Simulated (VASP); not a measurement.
Crystal: Zn2CdSe3.

```
Zn Cd Se
1.0
     4.72314    0.00000    0.00000
    -2.36157    4.09036    0.00000
     0.00000    0.00000   10.14003
Zn Cd Se
2 1 3
Direct
  0.33333 0.66667 0.50000
  0.66667 0.33333 0.50000
  0.00000 0.00000 0.50000
  0.00000 0.00000 0.76514
  0.00000 0.00000 0.23486
  0.00000 0.00000 0.00000
```

The cell was built from a structure type or drawn by symmetry, and may not be a known phase.

- Program: VASP 6.6.1
- Task: relaxation of cell and atoms
- Functional: PBE
- Potentials or basis: VASP PAW PBE potentials, release 64 (Zn, Cd, Se)
- Cutoff: 500 eV
- k mesh: 12 × 12 × 4
- Occupations: gaussian, width 0.1 eV
- Spin: no spin polarisation

At the start: pressure 0.3 GPa; volume 32.65 Å³/atom.

Problem. Where does the relaxation end?

Solution. Over 8 steps the energy falls by 2.4 meV/atom and the volume is 32.72 Å³/atom (+0.2 %); space group P6/mmm (No. 191, to 0.1 Å) before and after.

The path:
```csv
step,energy change (eV),largest force (eV/Å),pressure (GPa),volume (Å³)
1,0.0000,0.1599,0.27,195.90
2,-0.0082,0.2318,-0.23,197.44
3,-0.0082,0.2277,-0.20,197.35
4,-0.0130,0.0975,-0.09,196.76
5,-0.0142,0.0044,0.01,196.31
6,-0.0142,0.0091,0.02,196.29
7,-0.0142,0.0002,-0.02,196.34
8,-0.0142,0.0038,-0.01,196.32
```

Final structure:
```yaml
crystal:
  lattice:
    - [4.69815, 0.00000, 0.00000]
    - [-2.34907, 4.06871, 0.00000]
    - [0.00000, 0.00000, 10.27009]
  atoms:
    - { symbol: Zn, position: [0.33333, 0.66667, 0.50000] }
    - { symbol: Zn, position: [0.66667, 0.33333, 0.50000] }
    - { symbol: Cd, position: [0.00000, 0.00000, 0.50000] }
    - { symbol: Se, position: [0.00000, 0.00000, 0.76833] }
    - { symbol: Se, position: [0.00000, 0.00000, 0.23167] }
    - { symbol: Se, position: [0.00000, 0.00000, 0.00000] }
```
